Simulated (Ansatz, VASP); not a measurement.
## One calculation of InP, two programs

```
CELL_PARAMETERS angstrom
0.00000 2.94991 2.94991
2.94991 0.00000 2.94991
2.94991 2.94991 0.00000
ATOMIC_POSITIONS crystal
In 0.00000 0.00000 0.00000
P 0.75000 0.75000 0.75000
```

Alike in both runs: task single point; functional LDA; k mesh 8 × 8 × 8; occupations fermi-dirac, width 0.05 eV; non-collinear spin, spin-orbit coupling.

|  | VASP | Ansatz |
| --- | --- | --- |
| version | VASP 6.6.1 | Ansatz 0.2.0 |
| potentials or method | VASP PAW LDA potentials, release 64 (In_d, P) | Ansatz PAW |
| plane-wave cutoff (eV) | 520 | 420 |
| valence electrons in the cell | 18 | 18 |

|  | VASP | Ansatz | Ansatz less VASP |
| --- | --- | --- | --- |
| pressure (GPa) | -2.5 | -2.5 | -0.05 |

LDA's correlation is that of Perdew and Zunger in VASP and of Perdew and Wang (1992) in Ansatz.
